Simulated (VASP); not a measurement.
# Sn (Im-3m) in VASP: further runs, part 3 of 3

VASP 6.6.1. The steps go on from the part before.

## Step 6: Single point, LDA

This run uses another cell than the first one, of 28.29 Å³/atom, 1.083 times its volume.

Input file INCAR:

```
PREC = Accurate ; ENCUT = 520
EDIFF = 1E-6 ; ISMEAR = -1
SIGMA = 0.05 ; LREAL = F
LASPH = T ; NELM = 100
ALGO = Normal ; ISIF = 2
LWAVE = F ; LCHARG = T
GGA = CA ; LELF = T
LVHAR = T ; NBANDS = 13
```

Input file KPOINTS:

```
regular mesh
0
Gamma
  10 10 10
```

Input file POSCAR:

```
Sn
1.0
   -1.9195843076      1.9195843076      1.9195843076
    1.9195843076     -1.9195843076      1.9195843076
    1.9195843076      1.9195843076     -1.9195843076
Sn
1
Direct
    0.0000000000      0.0000000000      0.0000000000
```

Potentials or basis: VASP PAW LDA potentials, release 64 (Sn_d).

Launch:

```
> cat potpaw_LDA.64/Sn_d/POTCAR > POTCAR
> mpirun -np 1 vasp_std > vasp.out
```

OUTCAR:

```text
PREC = Accurate
   ENCUT = 520
   EDIFF = 1E-6
   ISMEAR = -1
   LREAL = F
   LASPH = T
   NELM = 100
   ISIF = 2
   GGA = CA

 ion  position               nearest neighbor table
   1  0.000  0.000  0.000-

  LATTYP: Found a body centered cubic cell.
 ALAT       =     3.8391686152

  Lattice vectors:

 A1 = (  -1.9195843076,   1.9195843076,   1.9195843076)
 A2 = (   1.9195843076,  -1.9195843076,   1.9195843076)
 A3 = (   1.9195843076,   1.9195843076,  -1.9195843076)

Analysis of symmetry for initial positions (statically):
=====================================================================
 Subroutine PRICEL returns:
 Original cell was already a primitive cell.

 Routine SETGRP: Setting up the symmetry group for a
 body centered cubic supercell.

 Subroutine GETGRP returns: Found 48 space group operations
[... 9 lines left out ...]

 Routine SETGRP: Setting up the symmetry group for a
 body centered cubic supercell.

 Subroutine GETGRP returns: Found 48 space group operations
[... 11 lines left out ...]
                                     Primitive cell

  volume of cell :      28.2932

  direct lattice vectors                    reciprocal lattice vectors
    -1.919584308  1.919584308  1.919584308     0.000000000  0.260473061  0.260473061
     1.919584308 -1.919584308  1.919584308     0.260473061  0.000000000  0.260473061
     1.919584308  1.919584308 -1.919584308     0.260473061  0.260473061  0.000000000

  length of vectors
     3.324817550  3.324817550  3.324817550     0.368364535  0.368364535  0.368364535

  position of ions in fractional coordinates (direct lattice)
     0.000000000  0.000000000  0.000000000

  ion indices of the primitive-cell ions
   primitive index   ion index
                 1           1

----------------------------------------------------------------------------------------

 KPOINTS: regular mesh

Automatic generation of k-mesh.
 Grid dimensions read from file:
 generate k-points for:   10   10   10

 Generating k-lattice:

  Cartesian coordinates                     Fractional coordinates (reciprocal lattice)
     0.000000000  0.026047306  0.026047306     0.100000000  0.000000000  0.000000000
     0.026047306  0.000000000  0.026047306     0.000000000  0.100000000  0.000000000
     0.026047306  0.026047306  0.000000000     0.000000000  0.000000000  0.100000000

  Length of vectors
     0.036836454  0.036836454  0.036836454

  Shift w.r.t. Gamma in fractional coordinates (k-lattice)
     0.000000000  0.000000000  0.000000000

 Subroutine IBZKPT returns following result:
 ===========================================

 Found     47 irreducible k-points:

 Following reciprocal coordinates:
            Coordinates               Weight
  0.000000  0.000000  0.000000      1.000000
  0.100000  0.000000  0.000000     12.000000
  0.200000  0.000000  0.000000     12.000000
  0.300000  0.000000  0.000000     12.000000
  0.400000  0.000000  0.000000     12.000000
  0.500000  0.000000  0.000000      6.000000
[... 16 lines left out ...]
  0.300000  0.300000  0.100000      8.000000
 -0.300000  0.300000  0.100000     24.000000
 [... further k-points ...]
   k-points           NKPTS =     47   k-points in BZ     NKDIM =     47   number of bands    NBANDS=     13
   number of dos      NEDOS =    301   number of ions     NIONS =      1
   total plane-waves  NPLWV =  21952
   dimension x,y,z NGX =    28 NGY =   28 NGZ =   28
   dimension x,y,z NGXF=    56 NGYF=   56 NGZF=   56
   ions per type =               1
   NGX,Y,Z   is equivalent  to a cutoff of  14.00, 14.00, 14.00 a.u.
   NGXF,Y,Z  is equivalent  to a cutoff of  28.00, 28.00, 28.00 a.u.
 SYSTEM =  unknown system
   PREC   = accura    normal or accurate (medium, high low for compatibility)
   ISTART =      0    job   : 0-new  1-cont  2-samecut
   ICHARG =      2    charge: 1-file 2-atom 10-const
   ISPIN  =      1    spin polarized calculation?
   LNONCOLLINEAR =      F non collinear calculations
   LSORBIT =      F    spin-orbit coupling
   LASPH  =      T    aspherical Exc in radial PAW
   ENCUT  =  520.0 eV  38.22 Ry    6.18 a.u.   6.18  6.18  6.18*2*pi/ulx,y,z
   NELM   =    100;   NELMIN=  2; NELMDL= -5     # of ELM steps
   EDIFF  = 0.1E-05   stopping-criterion for ELM
   LREAL  =      F    real-space projection
   EDIFFG = 0.1E-04   stopping-criterion for IOM
   NSW    =      0    number of steps for IOM
   IBRION =     -1    ionic relax: 0-MD 1-quasi-New 2-CG
   NFREE  =      0    steps in history (QN), initial steepest desc. (CG)
   ISIF   =      2    stress and relaxation
   ISYM   =      2    0-nonsym 1-usesym 2-fastsym
   POTIM  = 0.5000    time-step for ionic-motion
   TEBEG  =    0.0;   TEEND  =   0.0 temperature during run
   PSTRESS=    0.0 pullay stress
   NELECT =      14.0000    total number of electrons
   NUPDOWN=      -1.0000    fix difference up-down
   EMIN   =  10.00;   EMAX   =-10.00  energy-range for DOS
[... 5 lines left out ...]
     AMIX     =   0.40;   BMIX     =  1.00
     AMIX_MAG =   1.60;   BMIX_MAG =  1.00
  volume/ion in A,a.u.               =      28.29       190.93
  Fermi-wavevector in a.u.,A,eV,Ry     =   1.294863  2.446935 22.812465  1.676669
  Thomas-Fermi vector in A             =   2.426419
   LORBIT       =      0    0 simple, 1 ext, 2 COOP (PROOUT), +10 PAW based schemes
   GGA     = CA    functional components
   LHFCALC =     F    Hartree Fock is set to
   AEXX    =    0.0000 exact exchange contribution
   IVDW    =     0    specifies the selected vdW correction
   LEPSILON=     F    determine dielectric tensor
   LRPA    =     F    only Hartree local field effects (RPA)
 non-spin polarized calculation
  energy-cutoff  :      520.00
  volume of cell :       28.29
 maximum number of plane-waves:       772
 NGX is ok and might be reduce to    28
   NGX = 13   NGY = 13   NGZ = 13

 number of electron      14.0000001 magnetization

 Free energy of the ion-electron system (eV)
  ---------------------------------------------------
  ext. energy  EPLUGINS =         0.00000000
  ---------------------------------------------------
  free energy    TOTEN  =        -4.38324554 eV

  energy without entropy =       -4.37531385  energy(sigma->0) =       -4.37927970

 E-fermi :   7.2830     XC(G=0): -10.4178

 val. band max:        7.2652226247   @ k =   0.3000   0.0000   0.0000
 cond. band min:       7.3051167951   @ k =   0.2000   0.1000   0.1000
 fundamental gap:      0.0398941703
 Fermi energy:         7.2829992886

 k-point     1 :       0.0000    0.0000    0.0000
  band No.  band energies     occupation
      1     -14.0967      2.00000
      2     -14.0967      2.00000
      3     -14.0967      2.00000
      4     -13.9717      2.00000
      5     -13.9717      2.00000
      6      -3.4805      2.00000
      7      14.8059      0.00000
      8      14.8059      0.00000
      9      14.8059      0.00000
     10      19.4639      0.00000
     11      19.4639      0.00000
     12      19.4639      0.00000
     13      19.8459      0.00000

 k-point     2 :       0.1000    0.0000    0.0000
  band No.  band energies     occupation
      1     -14.1005      2.00000
      2     -14.0908      2.00000
      3     -14.0780      2.00000
      4     -13.9760      2.00000
      5     -13.9722      2.00000
      6      -3.2706      2.00000
      7      13.2032      0.00000
      8      14.0967      0.00000
      9      14.5651      0.00000
     10      17.8063      0.00000
     11      18.1447      0.00000
     12      19.0966      0.00000
     13      20.5699      0.00000

 k-point     3 :       0.2000    0.0000    0.0000
  band No.  band energies     occupation
      1     -14.1106      2.00000
      2     -14.0784      2.00000
      3     -14.0288      2.00000
      4     -13.9850      2.00000
      5     -13.9737      2.00000
      6      -2.6408      2.00000
      7      10.2338      0.00000
      8      12.8246      0.00000
      9      13.9439      0.00000
     10      16.5780      0.00000
     11      17.0024      0.00000
     12      19.1929      0.00000
     13      21.0498      0.00000
[... 305 lines left out ...]
 k-point    23 :       0.3000    0.3000    0.1000
  band No.  band energies     occupation
      1     -14.0959      2.00000
      2     -14.0081      2.00000
      3     -14.0081      2.00000
      4     -13.9726      2.00000
      5     -13.9726      2.00000
      6       1.8514      2.00000
      7       5.2116      2.00000
      8       5.2116      2.00000
      9       8.9624      0.00000
     10      20.7818      0.00000
     11      21.9705      0.00000
     12      21.9705      0.00000
     13      25.4514      0.00000

 k-point    24 :      -0.3000    0.3000    0.1000
  band No.  band energies     occupation
      1     -14.1031      2.00000
      2     -14.0619      2.00000
      3     -14.0005      2.00000
      4     -13.9796      2.00000
      5     -13.9696      2.00000
      6      -1.3925      2.00000
      7       7.4342      0.09278
      8      11.0037      0.00000
      9      12.2837      0.00000
     10      16.1745      0.00000
     11      17.2344      0.00000
     12      18.1885      0.00000
     13      23.7923      0.00000

 [... further k-points ...]
[... 5 lines left out ...]
  --------------------------------------------------------------------------------------
  -------------------------------------------------------------------------------------
  Total       -0.8548199     -0.8548199     -0.8548199      0.0000000     -0.0000000      0.0000000
  in kB      -48.4064937    -48.4064937    -48.4064937      0.0000000     -0.0000000      0.0000000
  external PRESSURE =     -48.4064937 kB  Pullay stress =       0.0000000 kB

 VOLUME and BASIS-vectors are now :
 -----------------------------------------------------------------------------
  energy-cutoff  :      520.00
  volume of cell :       28.29
      direct lattice vectors                 reciprocal lattice vectors
    -1.919584308  1.919584308  1.919584308     0.000000000  0.260473061  0.260473061
     1.919584308 -1.919584308  1.919584308     0.260473061  0.000000000  0.260473061
     1.919584308  1.919584308 -1.919584308     0.260473061  0.260473061  0.000000000

 POSITION                                       TOTAL-FORCE (eV/Angst)
 -----------------------------------------------------------------------------------
      0.00000      0.00000      0.00000         0.000000      0.000000      0.000000
 -----------------------------------------------------------------------------------
    total drift:                                0.000000     -0.000000     -0.000000

  FREE ENERGIE OF THE ION-ELECTRON SYSTEM (eV)
  ---------------------------------------------------
  free  energy   TOTEN  =        -4.3832455446 eV

  energy  without entropy=       -4.3753138525  energy(sigma->0) =       -4.37927970
```

OSZICAR:

```text
N       E                     dE             d eps       ncg     rms          rms(c)
DAV:   1     0.792890708680E+02    0.79289E+02   -0.71041E+03  1262   0.158E+03
DAV:   2     0.135700798402E+01   -0.77932E+02   -0.75382E+02  1327   0.342E+02
DAV:   3    -0.427805851625E+01   -0.56351E+01   -0.56150E+01  1432   0.733E+01
DAV:   4    -0.439519697955E+01   -0.11714E+00   -0.11712E+00  1445   0.114E+01
DAV:   5    -0.439905495876E+01   -0.38580E-02   -0.38579E-02  1550   0.201E+00    0.126E+00
DAV:   6    -0.438741596598E+01    0.11639E-01   -0.11364E-02  1547   0.174E+00    0.685E-01
DAV:   7    -0.438347008876E+01    0.39459E-02   -0.66943E-03  1522   0.124E+00    0.939E-02
DAV:   8    -0.438324475716E+01    0.22533E-03   -0.59336E-04  1482   0.420E-01    0.194E-02
DAV:   9    -0.438324552889E+01   -0.77173E-06   -0.10455E-05  1621   0.364E-02    0.137E-02
DAV:  10    -0.438324554465E+01   -0.15754E-07   -0.79627E-07  1077   0.866E-03
   1 F= -.43832455E+01 E0= -.43792797E+01  d E =-.793169E-02
```

It took 6.4 s on 1 thread of Intel Xeon 6975P-C (Granite Rapids), shared host; peak memory 0.14 GiB.

Results:

* Free energy: -4.3832 eV
* Pressure: -4.8 GPa
* Band gap on the k mesh: zero (band 7 reaches 14.81 eV, above the bottom of band 8 at 5.21 eV)

Caveat: spin-orbit coupling is left out, which moves the levels of the heavy elements.

## Step 7: Summary

| cell | gap on the mesh (eV) | pressure (GPa) |
| --- | --- | --- |
| a = 3.237 Å, angles 109.5°, 1 atom | none | -1.7 |
| a = 3.260 Å, angles 109.5°, 1 atom | none | -2.6 |
| a = 3.282 Å, angles 109.5°, 1 atom | none | -3.5 |
| a = 3.303 Å, angles 109.5°, 1 atom | none | -4.2 |
| a = 3.325 Å, angles 109.5°, 1 atom | none | -4.8 |

Alike in all rows: task single point; level LDA; potentials or basis VASP PAW LDA potentials, release 64 (Sn_d); no spin polarisation; k mesh 10 × 10 × 10; cutoff (eV) 520; smearing fermi-dirac 0.05 eV.

Caveats: spin-orbit coupling is left out, which moves the levels of the heavy elements.

Absolute energies hang on the potentials; compare differences alone.
